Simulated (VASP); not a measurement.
# TiSb2Se2 (P-3m1) in VASP: further runs

Runs on TiSb2Se2. Level: PBE. Tasks: single point, relaxation of cell and atoms.

Program: VASP 6.6.1. These are calculated values, not measurements. Logs are shortened: lines on timing, memory, paths and dates and some standing lists are left out, and cuts for length are marked.

### 1 The cell of the first run

It takes space group P-3m1 (No. 164, trigonal). Conventional cell: a = 3.743 Å, b = 3.743 Å, c = 11.083 Å, α = 90.00°, β = 90.00°, γ = 120.00°. Ti (site symmetry -3m) has 6 Se at 2.62 Å within 3.5 Å. Sb (site symmetry 3m) has 9 Sb at 2.86 to 3.74 Å and 3 Se at 3.80 Å within 3.9 Å. Within 3.5 Å of Se (site symmetry 3m) lie 3 Ti at 2.62 Å.

The cell was generated, and may not be a known phase.

### 2 Single point, PBE

Input file INCAR:

```
SYSTEM = TiSb2Se2
PREC = Accurate ; ENCUT = 520
EDIFF = 1E-6 ; ISMEAR = 0
SIGMA = 0.1 ; LREAL = .FALSE.
LASPH = .TRUE. ; NELM = 60
ALGO = Normal ; ISIF = 2
LWAVE = .FALSE. ; LCHARG = .FALSE.
GGA = PE ; NBANDS = 25
```

Input file KPOINTS:

```
Automatic mesh
0
G
  12 12 4
  0 0 0
```

Input file POSCAR:

```
TiSb2Se2
1.0
    3.7431935457      0.0000000000      0.0000000000
   -1.8715967728      3.2417007018      0.0000000000
    0.0000000000      0.0000000000     11.0834412840
Ti Sb Se
1 2 2
Direct
    0.0000000000      0.0000000000      0.0000000000
    0.3333333333      0.6666666667      0.5846203550
    0.6666666667      0.3333333333      0.4153796450
    0.3333333333      0.6666666667      0.1330327940
    0.6666666667      0.3333333333      0.8669672060
```

Potentials or basis: VASP PAW PBE potentials, release 64 (Ti_sv, Sb, Se).

Command:

```console
cat potpaw_PBE.64/Ti_sv/POTCAR potpaw_PBE.64/Sb/POTCAR potpaw_PBE.64/Se/POTCAR > POTCAR
mpirun -np 1 vasp_std > vasp.out
```

OUTCAR:

```text
SYSTEM = TiSb2Se2
   PREC = Accurate
   ENCUT = 520
   EDIFF = 1E-6
   ISMEAR = 0
   LREAL = .FALSE.
   LASPH = .TRUE.
   NELM = 60
   ISIF = 2
   GGA = PE

 ion  position               nearest neighbor table
   1  0.000  0.000  0.000-   4 2.62   5 2.62   4 2.62   5 2.62   5 2.62   4 2.62
   2  0.333  0.667  0.585-   3 2.86   3 2.86   3 2.86
   3  0.667  0.333  0.415-   2 2.86   2 2.86   2 2.86
   4  0.333  0.667  0.133-   1 2.62   1 2.62   1 2.62
   5  0.667  0.333  0.867-   1 2.62   1 2.62   1 2.62

  LATTYP: Found a hexagonal cell.
 ALAT       =     3.7431935457
 C/A-ratio  =     2.9609586437

  Lattice vectors:

 A1 = (   3.7431935457,   0.0000000000,   0.0000000000)
 A2 = (  -1.8715967728,   3.2417007018,   0.0000000000)
 A3 = (   0.0000000000,   0.0000000000,  11.0834412840)

Analysis of symmetry for initial positions (statically):
=====================================================================
 Subroutine PRICEL returns:
 Original cell was already a primitive cell.

 Routine SETGRP: Setting up the symmetry group for a
 hexagonal supercell.

 Subroutine GETGRP returns: Found 12 space group operations
 (whereof 12 operations were pure point group operations)
 out of a pool of 24 trial point group operations.

The static configuration has the point symmetry D_3d.

Analysis of symmetry for dynamics (positions and initial velocities):
=====================================================================
 Subroutine PRICEL returns:
 Original cell was already a primitive cell.

 Routine SETGRP: Setting up the symmetry group for a
 hexagonal supercell.

 Subroutine GETGRP returns: Found 12 space group operations
 (whereof 12 operations were pure point group operations)
 out of a pool of 24 trial point group operations.

The dynamic configuration has the point symmetry D_3d.

 Subroutine INISYM returns: Found 12 space group operations
 (whereof 12 operations are pure point group operations),
 and found     1 'primitive' translations

----------------------------------------------------------------------------------------

                                     Primitive cell

  volume of cell :     134.4899

  direct lattice vectors                    reciprocal lattice vectors
     3.743193546  0.000000000  0.000000000     0.267151561  0.154240026  0.000000000
    -1.871596773  3.241700702  0.000000000     0.000000000  0.308480052  0.000000000
     0.000000000  0.000000000 11.083441284     0.000000000  0.000000000  0.090224685

  length of vectors
     3.743193546  3.743193546 11.083441284     0.308480052  0.308480052  0.090224685

  position of ions in fractional coordinates (direct lattice)
     0.000000000  0.000000000  0.000000000
     0.333333333  0.666666667  0.584620355
     0.666666667  0.333333333  0.415379645
     0.333333333  0.666666667  0.133032794
     0.666666667  0.333333333  0.866967206

  ion indices of the primitive-cell ions
   primitive index   ion index
                 1           1
                 2           2
                 3           3
                 4           4
                 5           5

----------------------------------------------------------------------------------------

 KPOINTS: Automatic mesh

Automatic generation of k-mesh.
 Grid dimensions read from file:
 generate k-points for:   12   12    4

 Generating k-lattice:

  Cartesian coordinates                     Fractional coordinates (reciprocal lattice)
     0.022262630  0.012853335  0.000000000     0.083333333  0.000000000  0.000000000
     0.000000000  0.025706671  0.000000000     0.000000000  0.083333333  0.000000000
     0.000000000  0.000000000  0.022556171     0.000000000  0.000000000  0.250000000

  Length of vectors
     0.025706671  0.025706671  0.022556171

  Shift w.r.t. Gamma in fractional coordinates (k-lattice)
     0.000000000  0.000000000  0.000000000

 Subroutine IBZKPT returns following result:
 ===========================================

 Found     69 irreducible k-points:

 Following reciprocal coordinates:
            Coordinates               Weight
  0.000000  0.000000  0.000000      1.000000
  0.083333  0.000000  0.000000      6.000000
  0.166667  0.000000  0.000000      6.000000
  0.250000  0.000000  0.000000      6.000000
  0.333333  0.000000  0.000000      6.000000
  0.416667  0.000000  0.000000      6.000000
[... 16 lines left out ...]
  0.166667  0.000000  0.250000      6.000000
  0.000000  0.166667  0.250000      6.000000
 [... further k-points ...]
   k-points           NKPTS =     69   k-points in BZ     NKDIM =     69   number of bands    NBANDS=     25
   number of dos      NEDOS =    301   number of ions     NIONS =      5
   total plane-waves  NPLWV =  65856
   dimension x,y,z NGX =    28 NGY =   28 NGZ =   84
   dimension x,y,z NGXF=    56 NGYF=   56 NGZF=  168
   ions per type =               1   2   2
   NGX,Y,Z   is equivalent  to a cutoff of  12.44, 12.44, 12.60 a.u.
   NGXF,Y,Z  is equivalent  to a cutoff of  24.87, 24.87, 25.20 a.u.
 SYSTEM =  TiSb2Se2
   PREC   = accura    normal or accurate (medium, high low for compatibility)
   ISTART =      0    job   : 0-new  1-cont  2-samecut
   ICHARG =      2    charge: 1-file 2-atom 10-const
   ISPIN  =      1    spin polarized calculation?
   LNONCOLLINEAR =      F non collinear calculations
   LSORBIT =      F    spin-orbit coupling
   LASPH  =      T    aspherical Exc in radial PAW
   ENCUT  =  520.0 eV  38.22 Ry    6.18 a.u.   6.96  6.96 20.61*2*pi/ulx,y,z
   NELM   =     60;   NELMIN=  2; NELMDL= -5     # of ELM steps
   EDIFF  = 0.1E-05   stopping-criterion for ELM
   LREAL  =      F    real-space projection
   EDIFFG = 0.1E-04   stopping-criterion for IOM
   NSW    =      0    number of steps for IOM
   IBRION =     -1    ionic relax: 0-MD 1-quasi-New 2-CG
   NFREE  =      0    steps in history (QN), initial steepest desc. (CG)
   ISIF   =      2    stress and relaxation
   ISYM   =      2    0-nonsym 1-usesym 2-fastsym
   POTIM  = 0.5000    time-step for ionic-motion
   TEBEG  =    0.0;   TEEND  =   0.0 temperature during run
   PSTRESS=    0.0 pullay stress
   NELECT =      34.0000    total number of electrons
   NUPDOWN=      -1.0000    fix difference up-down
   EMIN   =  10.00;   EMAX   =-10.00  energy-range for DOS
   EFERMI =   0.00;   METHOD = LEGACY
   ISMEAR =     0;   SIGMA  =   0.10  broadening in eV -4-tet -1-fermi 0-gaus
   EFERMI_NEDOS =   21; number of points for ismear=-14 and -15
   IALGO  =     38    algorithm
   IMIX   =      4    mixing-type and parameters
     AMIX     =   0.40;   BMIX     =  1.00
     AMIX_MAG =   1.60;   BMIX_MAG =  1.00
  volume/ion in A,a.u.               =      26.90       181.52
  Fermi-wavevector in a.u.,A,eV,Ry     =   1.035153  1.956155 14.579209  1.071542
  Thomas-Fermi vector in A             =   2.169483
   LORBIT       =      0    0 simple, 1 ext, 2 COOP (PROOUT), +10 PAW based schemes
   GGA     = PE    functional components
   LHFCALC =     F    Hartree Fock is set to
   AEXX    =    0.0000 exact exchange contribution
   IVDW    =     0    specifies the selected vdW correction
   LEPSILON=     F    determine dielectric tensor
   LRPA    =     F    only Hartree local field effects (RPA)
 non-spin polarized calculation
 Gauss-broadening in eV      SIGMA  =   0.10
  energy-cutoff  :      520.00
  volume of cell :      134.49
 maximum number of plane-waves:      3647
   NGX = 13   NGY = 13   NGZ = 41

 number of electron      33.9999996 magnetization

 Free energy of the ion-electron system (eV)
  ---------------------------------------------------
  ext. energy  EPLUGINS =         0.00000000
  ---------------------------------------------------
  free energy    TOTEN  =       -26.01954168 eV

  energy without entropy =      -26.00335625  energy(sigma->0) =      -26.01144897

 E-fermi :   5.3064     XC(G=0):  -9.4252

 val. band max:        5.3036337428   @ k =   0.4167   0.0833   0.5000
 cond. band min:       5.3189684430   @ k =   0.0000   0.1667   0.2500
 fundamental gap:      0.0153347002
 Fermi energy:         5.3063624307

 k-point     1 :       0.0000    0.0000    0.0000
  band No.  band energies     occupation
      1     -52.7555      2.00000
      2     -28.9767      2.00000
      3     -28.9767      2.00000
      4     -28.9340      2.00000
      5      -8.3188      2.00000
      6      -7.3759      2.00000
[... 17 lines left out ...]
     24       8.5688      0.00000
     25       8.6913      0.00000

 k-point     2 :       0.0833    0.0000    0.0000
  band No.  band energies     occupation
      1     -52.7553      2.00000
      2     -28.9798      2.00000
      3     -28.9774      2.00000
      4     -28.9334      2.00000
      5      -8.2604      2.00000
      6      -7.3552      2.00000
[... 17 lines left out ...]
     24       8.7406      0.00000
     25       9.3217      0.00000

 k-point     3 :       0.1667    0.0000    0.0000
  band No.  band energies     occupation
      1     -52.7547      2.00000
      2     -28.9884      2.00000
      3     -28.9793      2.00000
      4     -28.9316      2.00000
      5      -8.0941      2.00000
      6      -7.2985      2.00000
[... 17 lines left out ...]
     24       8.9579      0.00000
     25       9.5863      0.00000

 k-point     4 :       0.2500    0.0000    0.0000
  band No.  band energies     occupation
      1     -52.7539      2.00000
      2     -29.0000      2.00000
      3     -28.9820      2.00000
      4     -28.9293      2.00000
      5      -7.8475      2.00000
      6      -7.2219      2.00000
[... 17 lines left out ...]
     24       8.9209      0.00000
     25       8.9709      0.00000
[... 477 lines left out ...]
 k-point    22 :       0.0000    0.0833    0.2500
  band No.  band energies     occupation
      1     -52.7553      2.00000
      2     -28.9798      2.00000
      3     -28.9774      2.00000
      4     -28.9334      2.00000
      5      -8.2537      2.00000
      6      -7.4116      2.00000
[... 17 lines left out ...]
     24       8.7388      0.00000
     25       9.2060      0.00000

 k-point    23 :       0.1667    0.0000    0.2500
  band No.  band energies     occupation
      1     -52.7547      2.00000
      2     -28.9884      2.00000
      3     -28.9793      2.00000
      4     -28.9316      2.00000
      5      -8.0884      2.00000
      6      -7.3270      2.00000
[... 17 lines left out ...]
     24       8.9901      0.00000
     25       9.5430      0.00000

 k-point    24 :       0.0000    0.1667    0.2500
  band No.  band energies     occupation
      1     -52.7547      2.00000
      2     -28.9884      2.00000
      3     -28.9793      2.00000
      4     -28.9316      2.00000
      5      -8.0887      2.00000
      6      -7.3257      2.00000
[... 17 lines left out ...]
     24       8.9265      0.00000
     25       9.5708      0.00000

 [... further k-points ...]

------------------------ aborting loop because EDIFF is reached ----------------------------------------

  FORCE on cell =-STRESS in cart. coord.  units (eV):
  Direction    XX          YY          ZZ          XY          YZ          ZX
  --------------------------------------------------------------------------------------
  -------------------------------------------------------------------------------------
  Total        0.0610781      0.0610781      0.0721956      0.0000000     -0.0000000     -0.0000000
  in kB        0.7276231      0.7276231      0.8600652      0.0000000     -0.0000000     -0.0000000
  external PRESSURE =       0.7717704 kB  Pullay stress =       0.0000000 kB

 VOLUME and BASIS-vectors are now :
 -----------------------------------------------------------------------------
  energy-cutoff  :      520.00
  volume of cell :      134.49
      direct lattice vectors                 reciprocal lattice vectors
     3.743193546  0.000000000  0.000000000     0.267151561  0.154240026  0.000000000
    -1.871596773  3.241700702  0.000000000     0.000000000  0.308480052  0.000000000
     0.000000000  0.000000000 11.083441284     0.000000000  0.000000000  0.090224685

 POSITION                                       TOTAL-FORCE (eV/Angst)
 -----------------------------------------------------------------------------------
      0.00000      0.00000      0.00000         0.000000      0.000000      0.000000
     -0.00000      2.16113      6.47961        -0.000000      0.000000      0.044252
      1.87160      1.08057      4.60384         0.000000     -0.000000     -0.044252
     -0.00000      2.16113      1.47446        -0.000000      0.000000      0.016434
      1.87160      1.08057      9.60898         0.000000     -0.000000     -0.016434
 -----------------------------------------------------------------------------------
    total drift:                                0.000000      0.000000     -0.000000

  FREE ENERGIE OF THE ION-ELECTRON SYSTEM (eV)
  ---------------------------------------------------
  free  energy   TOTEN  =       -26.0195416837 eV

  energy  without entropy=      -26.0033562469  energy(sigma->0) =      -26.01144897
```

Run time: 4.2 min. Hardware: 1 thread of Intel Xeon Platinum 8375C at 2.90GHz (Ice Lake), shared host; peak memory 0.41 GiB.

What came out:

```
Free energy            : -26.0195 eV
Pressure               : 0.1 GPa
Largest force          : 0.044 eV/Å
Band gap on the k mesh : zero (bands 17 and 18 overlap by 0.43 eV)
```

Forces on the atoms (eV/Å):
```
Ti   0.000  0.000  0.000
Sb   0.000  0.000  0.044
Sb   0.000  0.000 -0.044
Se   0.000  0.000  0.016
Se   0.000  0.000 -0.016
```

Caveat: spin-orbit coupling is left out, which moves the levels of the heavy elements; this functional lacks dispersion, which binds layers or chains, so the pressure and a relaxed spacing across them are unreliable.

### 3 Single point, PBE, collinear spin

This run uses another cell than the first one, of 25.95 Å³/atom.

Input file INCAR:

```
SYSTEM = TiSb2Se2
PREC = Accurate ; ENCUT = 520
EDIFF = 1E-6 ; ISMEAR = 0
SIGMA = 0.1 ; LREAL = .FALSE.
LASPH = .TRUE. ; NELM = 150
ALGO = Normal ; ISIF = 2
LWAVE = .FALSE. ; LCHARG = .FALSE.
ISPIN = 2 ; MAGMOM = 1 0 0 0 0
LORBIT = 11 ; LMAXMIX = 4
GGA = PE ; NBANDS = 29
```

Input file KPOINTS:

```
regular mesh
0
G
  6 6 2
  0 0 0
```

Input file POSCAR:

```
TiSb2Se2
1.0
    3.6713869841     -0.0000000023      0.0000000000
   -1.8356934901      3.1795143965      0.0000000000
    0.0000000000      0.0000000000     11.1163663697
Ti Sb Se
1 2 2
Direct
    0.0000000000      0.0000000000      0.0000000000
    0.3333333333      0.6666666667      0.5897510274
    0.6666666667      0.3333333333      0.4102489726
    0.3333333333      0.6666666667      0.1354370914
    0.6666666667      0.3333333333      0.8645629086
```

Potentials or basis: VASP PAW PBE potentials, release 64 (Ti_sv, Sb, Se).

Command:

```console
cat potpaw_PBE.64/Ti_sv/POTCAR potpaw_PBE.64/Sb/POTCAR potpaw_PBE.64/Se/POTCAR > POTCAR
mpirun -np 1 vasp_std > vasp.out
```

Run time: 2.4 min. Hardware: 1 thread of Intel Xeon Platinum 8375C at 2.90GHz (Ice Lake), shared host; peak memory 0.34 GiB.

Results (log left out):

* Free energy: -26.0298 eV
* Pressure: 0.1 GPa
* Largest force: 0.063 eV/Å
* Band gap on the k mesh: zero (filled and empty bands overlap)
* Net moment: 0.00 μB per cell
* Valence electrons inside the program's atomic spheres: Ti 10.10; Sb 2.37; Se 3.86

Forces on the atoms (eV/Å):
```
Ti   0.000  0.000  0.000
Sb   0.000  0.000  0.063
Sb   0.000  0.000 -0.063
Se   0.000  0.000  0.025
Se   0.000  0.000 -0.025
```

Levels at points of the mesh, in eV from the Fermi level:
Spin up:
```tsv
k point	band 14	band 15	band 16	band 17	band 18	band 19	band 20	band 21
(0.00, 0.00, 0.00)	-0.11	-0.11	0.25	0.25	0.94	1.15	1.15	3.03
(0.50, 0.00, 0.00)	-2.53	-2.39	-1.64	-1.06	-0.07	0.98	1.16	1.23
(0.00, 0.00, 0.50)	-0.12	0.02	0.25	0.25	0.71	1.17	1.17	2.96
(0.50, 0.00, 0.50)	-2.54	-1.90	-1.58	-1.14	-0.22	0.96	0.98	1.34
```
Spin down:
```
           k point  band 14  band 15  band 16  band 17  band 18  band 19  band 20  band 21
(0.00, 0.00, 0.00)    -0.12    -0.12     0.25     0.25     0.94     1.15     1.15     3.03
(0.50, 0.00, 0.00)    -2.53    -2.39    -1.64    -1.06    -0.07     0.98     1.16     1.23
(0.00, 0.00, 0.50)    -0.12     0.02     0.25     0.25     0.71     1.17     1.17     2.96
(0.50, 0.00, 0.50)    -2.54    -1.90    -1.58    -1.14    -0.22     0.96     0.98     1.34
```

Caveat: spin-orbit coupling is left out, which moves the levels of the heavy elements; this functional lacks dispersion, which binds layers or chains, so the pressure and a relaxed spacing across them are unreliable.

[end of part 1 of 2]

The gap in the log of VASP goes by the Fermi energy; the results here count the filled bands.